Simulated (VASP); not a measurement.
Runs of VASP 6.6.1 on ZnO. The structure is that of space group P6_3mc (No. 186), or close to it. The cells are those of the table. 

| cell | gap on the mesh (eV) | pressure (GPa) |
| --- | --- | --- |
| relaxed from a = 3.246, b = 3.246, c = 5.240 Å, angles 90.0, 90.0, 120.0°, 4 atoms | 0.77 | 5.1 |
| relaxed from a = 3.312, b = 3.312, c = 5.346 Å, angles 90.0, 90.0, 120.0°, 4 atoms | 0.68 | -2.9 |
| relaxed from a = 3.344, b = 3.344, c = 5.397 Å, angles 90.0, 90.0, 120.0°, 4 atoms | 0.64 | -6.1 |
| relaxed from a = 3.385, b = 3.385, c = 5.464 Å, angles 90.0, 90.0, 120.0°, 4 atoms | (a) | -9.5 |

Alike in all rows: task relaxation of shape and atoms at fixed volume; level PBE; potentials or basis VASP PAW PBE potentials, release 64 (Zn, O); no spin polarisation; k mesh 9 × 9 × 6; cutoff (eV) 600; smearing gaussian 0.02 eV.

Problem. Fill in the values left out.

Solution. (a) 0.58.

Caveats: the relaxation stopped at its first step, so nothing moved.

